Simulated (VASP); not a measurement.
# C (P6_3/mmc) in VASP: notebook, part 2 of 2

VASP 6.6.1.

### Step 4. Single point, PBE (volume scaled by 0.96)

The COD entry that gives the cell may itself be a prediction, so a difference from it is no test against experiment.

INCAR

```
PREC = Accurate ; ENCUT = 520
EDIFF = 1E-7 ; ISMEAR = -1
SIGMA = 0.05 ; LREAL = False
LASPH = True ; NELM = 80
ALGO = Normal ; ISIF = 2
LWAVE = False ; LCHARG = False
GGA = PE ; NBANDS = 26
```

KPOINTS

```
Automatic mesh
0
Gamma
  12 12 4
```

POSCAR

```
C
1.0
    2.4880133891      0.0000000000      0.0000000000
   -1.2440066945      2.1546827999      0.0000000000
    0.0000000000      0.0000000000      8.1257741910
C
8
Direct
    0.6666666667      0.3333333333      0.8437500000
    0.3333333333      0.6666666667      0.3437500000
    0.6666666667      0.3333333333      0.6562500000
    0.3333333333      0.6666666667      0.1562500000
    0.0000000000      0.0000000000      0.9062500000
    0.0000000000      0.0000000000      0.4062500000
    0.0000000000      0.0000000000      0.5937500000
    0.0000000000      0.0000000000      0.0937500000
```

Potentials or basis: VASP PAW PBE potentials, release 64 (C).

The run is started by

```
$ cat potpaw_PBE.64/C/POTCAR > POTCAR
$ mpirun -np 1 vasp_std > vasp.out
```

OUTCAR:

```text
PREC = Accurate
   ENCUT = 520
   EDIFF = 1E-7
   ISMEAR = -1
   LREAL = False
   LASPH = True
   NELM = 80
   ISIF = 2
   GGA = PE

 ion  position               nearest neighbor table
   1  0.667  0.333  0.844-   3 1.52   5 1.52   5 1.52   5 1.52
   2  0.333  0.667  0.344-   4 1.52   6 1.52   6 1.52   6 1.52
   3  0.667  0.333  0.656-   1 1.52   7 1.52   7 1.52   7 1.52
   4  0.333  0.667  0.156-   2 1.52   8 1.52   8 1.52   8 1.52
   5  0.000  0.000  0.906-   8 1.52   1 1.52   1 1.52   1 1.52
   6  0.000  0.000  0.406-   7 1.52   2 1.52   2 1.52   2 1.52
   7  0.000  0.000  0.594-   6 1.52   3 1.52   3 1.52   3 1.52
   8  0.000  0.000  0.094-   5 1.52   4 1.52   4 1.52   4 1.52

  LATTYP: Found a hexagonal cell.
 ALAT       =     2.4880133891
 C/A-ratio  =     3.2659688355

  Lattice vectors:

 A1 = (   2.4880133891,   0.0000000000,   0.0000000000)
 A2 = (  -1.2440066945,   2.1546827999,   0.0000000000)
 A3 = (   0.0000000000,   0.0000000000,   8.1257741910)

Analysis of symmetry for initial positions (statically):
=====================================================================
 Subroutine PRICEL returns:
 Original cell was already a primitive cell.

 Routine SETGRP: Setting up the symmetry group for a
 hexagonal supercell.

 Subroutine GETGRP returns: Found 24 space group operations
 (whereof 12 operations were pure point group operations)
 out of a pool of 24 trial point group operations.

The static configuration has the point symmetry D_3d.
 The point group associated with its full space group is D_6h.

Analysis of symmetry for dynamics (positions and initial velocities):
=====================================================================
 Subroutine PRICEL returns:
 Original cell was already a primitive cell.

 Routine SETGRP: Setting up the symmetry group for a
 hexagonal supercell.

 Subroutine GETGRP returns: Found 24 space group operations
 (whereof 12 operations were pure point group operations)
 out of a pool of 24 trial point group operations.

The dynamic configuration has the point symmetry D_3d.
 The point group associated with its full space group is D_6h.

 Subroutine INISYM returns: Found 24 space group operations
 (whereof 12 operations are pure point group operations),
 and found     1 'primitive' translations

----------------------------------------------------------------------------------------

                                     Primitive cell

  volume of cell :      43.5613

  direct lattice vectors                    reciprocal lattice vectors
     2.488013389  0.000000000  0.000000000     0.401927097  0.232052718  0.000000000
    -1.244006694  2.154682800  0.000000000     0.000000000  0.464105436  0.000000000
     0.000000000  0.000000000  8.125774191     0.000000000  0.000000000  0.123065197

  length of vectors
     2.488013389  2.488013389  8.125774191     0.464105436  0.464105436  0.123065197

  position of ions in fractional coordinates (direct lattice)
     0.666666667  0.333333333  0.843750000
     0.333333333  0.666666667  0.343750000
     0.666666667  0.333333333  0.656250000
     0.333333333  0.666666667  0.156250000
     0.000000000  0.000000000  0.906250000
     0.000000000  0.000000000  0.406250000
     0.000000000  0.000000000  0.593750000
[... 36 lines left out ...]

 Found     57 irreducible k-points:

 Following reciprocal coordinates:
            Coordinates               Weight
  0.000000  0.000000  0.000000      1.000000
  0.083333  0.000000  0.000000      6.000000
  0.166667  0.000000  0.000000      6.000000
  0.250000  0.000000  0.000000      6.000000
  0.333333  0.000000  0.000000      6.000000
  0.416667  0.000000  0.000000      6.000000
[... 16 lines left out ...]
  0.250000  0.000000  0.250000     12.000000
  0.333333  0.000000  0.250000     12.000000
 [... further k-points ...]
   k-points           NKPTS =     57   k-points in BZ     NKDIM =     57   number of bands    NBANDS=     26
   number of dos      NEDOS =    301   number of ions     NIONS =      8
   total plane-waves  NPLWV =  24000
   dimension x,y,z NGX =    20 NGY =   20 NGZ =   60
   dimension x,y,z NGXF=    40 NGYF=   40 NGZF=  120
   ions per type =               8
   NGX,Y,Z   is equivalent  to a cutoff of  13.36, 13.36, 12.28 a.u.
   NGXF,Y,Z  is equivalent  to a cutoff of  26.73, 26.73, 24.55 a.u.
 SYSTEM =  unknown system
   PREC   = accura    normal or accurate (medium, high low for compatibility)
   ISTART =      0    job   : 0-new  1-cont  2-samecut
   ICHARG =      2    charge: 1-file 2-atom 10-const
   ISPIN  =      1    spin polarized calculation?
   LNONCOLLINEAR =      F non collinear calculations
   LSORBIT =      F    spin-orbit coupling
   LASPH  =      T    aspherical Exc in radial PAW
   ENCUT  =  520.0 eV  38.22 Ry    6.18 a.u.   4.63  4.63 15.11*2*pi/ulx,y,z
   NELM   =     80;   NELMIN=  2; NELMDL= -5     # of ELM steps
   EDIFF  = 0.1E-06   stopping-criterion for ELM
   LREAL  =      F    real-space projection
   EDIFFG = 0.1E-05   stopping-criterion for IOM
   NSW    =      0    number of steps for IOM
   IBRION =     -1    ionic relax: 0-MD 1-quasi-New 2-CG
   NFREE  =      0    steps in history (QN), initial steepest desc. (CG)
   ISIF   =      2    stress and relaxation
   ISYM   =      2    0-nonsym 1-usesym 2-fastsym
   POTIM  = 0.5000    time-step for ionic-motion
   TEBEG  =    0.0;   TEEND  =   0.0 temperature during run
   PSTRESS=    0.0 pullay stress
   NELECT =      32.0000    total number of electrons
   NUPDOWN=      -1.0000    fix difference up-down
   EMIN   =  10.00;   EMAX   =-10.00  energy-range for DOS
   EFERMI =   0.00;   METHOD = LEGACY
   ISMEAR =    -1;   SIGMA  =   0.05  broadening in eV -4-tet -1-fermi 0-gaus
   EFERMI_NEDOS =   21; number of points for ismear=-14 and -15
   IALGO  =     38    algorithm
   IMIX   =      4    mixing-type and parameters
     AMIX     =   0.40;   BMIX     =  1.00
     AMIX_MAG =   1.60;   BMIX_MAG =  1.00
  volume/ion in A,a.u.               =       5.45        36.75
  Fermi-wavevector in a.u.,A,eV,Ry     =   1.477150  2.791408 29.687527  2.181972
  Thomas-Fermi vector in A             =   2.591589
   LORBIT       =      0    0 simple, 1 ext, 2 COOP (PROOUT), +10 PAW based schemes
   GGA     = PE    functional components
   LHFCALC =     F    Hartree Fock is set to
   AEXX    =    0.0000 exact exchange contribution
   IVDW    =     0    specifies the selected vdW correction
   LEPSILON=     F    determine dielectric tensor
   LRPA    =     F    only Hartree local field effects (RPA)
 non-spin polarized calculation
  energy-cutoff  :      520.00
  volume of cell :       43.56
 maximum number of plane-waves:      1194
 NGX is ok and might be reduce to    20
   NGX =  9   NGY =  9   NGZ = 31

 number of electron      32.0000000 magnetization

 Free energy of the ion-electron system (eV)
  ---------------------------------------------------
  ext. energy  EPLUGINS =         0.00000000
  ---------------------------------------------------
  free energy    TOTEN  =       -72.50453379 eV

  energy without entropy =      -72.50453379  energy(sigma->0) =      -72.50453379

 E-fermi :  11.4045     XC(G=0): -13.4539

 val. band max:       10.4755999682   @ k =   0.0000   0.0000   0.0000
 cond. band min:      14.9844909876   @ k =   0.4167   0.0000   0.0000
 fundamental gap:      4.5088910194
 Fermi energy:        11.4045322767

 k-point     1 :       0.0000    0.0000    0.0000
  band No.  band energies     occupation
      1     -11.7178      2.00000
      2      -9.9750      2.00000
      3      -9.9227      2.00000
      4      -5.6670      2.00000
      5      -3.5247      2.00000
      6       3.5309      2.00000
[... 685 lines left out ...]
     25      21.2197      0.00000
     26      23.3300      0.00000

 [... further k-points ...]
[... 5 lines left out ...]
  --------------------------------------------------------------------------------------
  -------------------------------------------------------------------------------------
  Total        4.8876075      4.8876075      8.6124882      0.0000000     -0.0000000      0.0000000
  in kB      179.7653960    179.7653960    316.7658936      0.0000000     -0.0000000      0.0000000
  external PRESSURE =     225.4322285 kB  Pullay stress =       0.0000000 kB

 VOLUME and BASIS-vectors are now :
 -----------------------------------------------------------------------------
  energy-cutoff  :      520.00
  volume of cell :       43.56
      direct lattice vectors                 reciprocal lattice vectors
     2.488013389  0.000000000  0.000000000     0.401927097  0.232052718  0.000000000
    -1.244006694  2.154682800  0.000000000     0.000000000  0.464105436  0.000000000
     0.000000000  0.000000000  8.125774191     0.000000000  0.000000000  0.123065197

 POSITION                                       TOTAL-FORCE (eV/Angst)
 -----------------------------------------------------------------------------------
      1.24401      0.71823      6.85612        -0.000000     -0.000000      0.342113
     -0.00000      1.43646      2.79323         0.000000     -0.000000      0.342113
      1.24401      0.71823      5.33254        -0.000000     -0.000000     -0.342113
     -0.00000      1.43646      1.26965         0.000000      0.000000     -0.342113
      0.00000      0.00000      7.36398        -0.000000      0.000000      0.355677
      0.00000      0.00000      3.30110         0.000000     -0.000000      0.355677
      0.00000      0.00000      4.82468         0.000000      0.000000     -0.355677
      0.00000      0.00000      0.76179         0.000000     -0.000000     -0.355677
 -----------------------------------------------------------------------------------
    total drift:                               -0.000000      0.000000      0.000000

  FREE ENERGIE OF THE ION-ELECTRON SYSTEM (eV)
  ---------------------------------------------------
  free  energy   TOTEN  =       -72.5045337880 eV

  energy  without entropy=      -72.5045337879  energy(sigma->0) =      -72.50453379
```

Wall time 2 min (1 thread of AMD EPYC, shared host); peak memory 0.15 GiB.

What came out:

| Quantity | Value |
| --- | --- |
| Free energy | -72.5045 eV |
| Pressure | 22.5 GPa |
| Largest force | 0.356 eV/Å |
| Band gap on the k mesh | 4.51 eV, indirect (least direct gap 5.27 eV) |

Forces in eV/Å, atoms in the order of the input:
```
C    0.000  0.000  0.342
C    0.000  0.000  0.342
C    0.000  0.000 -0.342
C    0.000  0.000 -0.342
C    0.000  0.000  0.356
C    0.000  0.000  0.356
C    0.000  0.000 -0.356
C    0.000  0.000 -0.356
```

Levels at points of the mesh, in eV from the valence-band top:
```
           k point  band 14  band 15  band 16  band 17  band 18  band 19
(0.00, 0.00, 0.00)    -0.23     0.00     0.00     5.27     5.27     5.82
(0.50, 0.00, 0.00)    -4.71    -3.85    -3.05     4.55     5.76     5.96
(0.00, 0.00, 0.50)    -0.71    -0.71    -0.71     6.09     6.09     6.09
(0.50, 0.00, 0.50)    -4.90    -3.81    -3.81     4.91     4.91     7.23
```

 A k mesh can miss the band edges.

### Step 5. Single point, PBE (volume scaled by 0.98)

INCAR

```
SYSTEM = C
PREC = Accurate ; ENCUT = 520
EDIFF = 1E-7 ; ISMEAR = -1
SIGMA = 0.05 ; LREAL = .FALSE.
LASPH = .TRUE. ; NELM = 80
ALGO = Normal ; ISIF = 2
LWAVE = .FALSE. ; LCHARG = .FALSE.
GGA = PE ; NBANDS = 26
```

KPOINTS

```
Automatic mesh
0
G
  12 12 4
  0 0 0
```

Changes to POSCAR since step 4:

```diff
@@ -2,5 +2,5 @@
 1.0
-    2.4880133891      0.0000000000      0.0000000000
-   -1.2440066945      2.1546827999      0.0000000000
-    0.0000000000      0.0000000000      8.1257741910
+    2.5051726443      0.0000000000      0.0000000000
+   -1.2525863222      2.1695431509      0.0000000000
+    0.0000000000      0.0000000000      8.1818157839
 C
```

The run is started by

```
$ cat potpaw_PBE.64/C/POTCAR > POTCAR
$ mpirun -np 1 vasp_std > vasp.out
```

It took 1.9 min on 1 thread of AMD EPYC, shared host; peak memory 0.15 GiB.

The run converged. Its results:

| Property | Result |
| --- | --- |
| Free energy | -72.6040 eV |
| Pressure | 12.3 GPa |
| Largest force | 0.342 eV/Å |
| Band gap on the k mesh | 4.46 eV, indirect (least direct gap 5.23 eV) |

Forces in eV/Å, atoms in the order of the input:
```
C    0.000  0.000  0.331
C    0.000  0.000  0.331
C    0.000  0.000 -0.331
C    0.000  0.000 -0.331
C    0.000  0.000  0.342
C    0.000  0.000  0.342
C    0.000  0.000 -0.342
C    0.000  0.000 -0.342
```

Stress tensor (GPa, compression positive):
```
 7.95  0.00  0.00
 0.00  7.95  0.00
 0.00  0.00 20.93
```

Levels at points of the mesh, in eV from the valence-band top:
| k point | band 13 | band 14 | band 15 | band 16 | band 17 | band 18 | band 19 | band 20 |
| --- | --- | --- | --- | --- | --- | --- | --- | --- |
| (0.00, 0.00, 0.00) | -1.77 | -0.23 | 0.00 | 0.00 | 5.23 | 5.23 | 5.77 | 7.07 |
| (0.50, 0.00, 0.00) | -5.10 | -4.62 | -3.78 | -2.99 | 4.50 | 5.68 | 5.91 | 6.06 |
| (0.00, 0.00, 0.50) | -0.69 | -0.69 | -0.69 | -0.69 | 6.03 | 6.03 | 6.03 | 6.03 |
| (0.50, 0.00, 0.50) | -4.81 | -4.81 | -3.73 | -3.73 | 4.87 | 4.87 | 7.17 | 7.17 |

 A k mesh can miss the band edges.

### Step 6. Single point, PBE (volume scaled by 1.02)

INCAR

```
  ALGO = Normal
  EDIFF = 1E-6
  ENCUT = 520
  GGA = PE
  ISIF = 2
  ISMEAR = -1
  LASPH = T
  LCHARG = F
  LREAL = F
  LWAVE = F
  NBANDS = 26
  NELM = 100
  PREC = Accurate
  SIGMA = 0.05
```

KPOINTS

```
k-points
0
Gamma
  12 12 4
```

Changes to POSCAR since step 5:

```diff
@@ -2,5 +2,5 @@
 1.0
-    2.5051726443      0.0000000000      0.0000000000
-   -1.2525863222      2.1695431509      0.0000000000
-    0.0000000000      0.0000000000      8.1818157839
+    2.5388031358      0.0000000000      0.0000000000
+   -1.2694015679      2.1986680108      0.0000000000
+    0.0000000000      0.0000000000      8.2916519209
 C
```

Potentials or basis: VASP PAW PBE potentials, release 64 (C).

The run is started by

```
$ cat potpaw_PBE.64/C/POTCAR > POTCAR
$ mpirun -np 1 vasp_std > vasp.out
```

Run time: 1.7 min. Hardware: 1 thread of AMD EPYC, shared host; peak memory 0.15 GiB.

The run converged. Its results:

```yaml
Free_energy: -72.6415 eV
Pressure: -5.6 GPa
Largest_force: 0.316 eV/Å
Band_gap_on_the_k_mesh: 4.37 eV, indirect (least direct gap 5.14 eV)
```

Forces in eV/Å, atoms in the order of the input:
```
C    0.000  0.000  0.309
C    0.000  0.000  0.309
C    0.000  0.000 -0.309
C    0.000  0.000 -0.309
C    0.000  0.000  0.316
C    0.000  0.000  0.316
C    0.000  0.000 -0.316
C    0.000  0.000 -0.316
```

Stress tensor (GPa, compression positive):
```
-9.47  0.00  0.00
 0.00 -9.47  0.00
 0.00  0.00  2.20
```

Levels at points of the mesh, in eV from the valence-band top:
| k point | band 14 | band 15 | band 16 | band 17 | band 18 | band 19 |
| --- | --- | --- | --- | --- | --- | --- |
| (0.00, 0.00, 0.00) | -0.22 | 0.00 | 0.00 | 5.14 | 5.14 | 5.65 |
| (0.50, 0.00, 0.00) | -4.47 | -3.63 | -2.88 | 4.42 | 5.52 | 5.81 |
| (0.00, 0.00, 0.50) | -0.66 | -0.66 | -0.66 | 5.91 | 5.91 | 5.91 |
| (0.50, 0.00, 0.50) | -4.64 | -3.59 | -3.59 | 4.77 | 4.77 | 7.04 |

 A k mesh can miss the band edges.

### Step 7. The runs side by side

```csv
level,cell,gap on the mesh (eV),pressure (GPa),largest force (eV/Å)
r2SCAN+rVV10,"a = 2.539, b = 2.539, c = 8.292 Å, angles 90.0, 90.0, 120.0°, 8 atoms",4.53,-10.3,0.35
PBE,"a = 2.471, b = 2.471, c = 8.069 Å, angles 90.0, 90.0, 120.0°, 8 atoms",4.56,33.8,0.37
PBE,"a = 2.488, b = 2.488, c = 8.126 Å, angles 90.0, 90.0, 120.0°, 8 atoms",4.51,22.5,0.36
PBE,"a = 2.505, b = 2.505, c = 8.182 Å, angles 90.0, 90.0, 120.0°, 8 atoms",4.46,12.3,0.34
PBE,"a = 2.539, b = 2.539, c = 8.292 Å, angles 90.0, 90.0, 120.0°, 8 atoms",4.37,-5.6,0.32
```

Alike in all rows: task single point; potentials or basis VASP PAW PBE potentials, release 64 (C); no spin polarisation; k mesh 12 × 12 × 4; cutoff (eV) 520; smearing fermi-dirac 0.05 eV.

Caveats: the PAW data sets were made with another functional, which shifts forces and pressure a little (some runs).

Absolute energies hang on the potentials; compare differences alone.
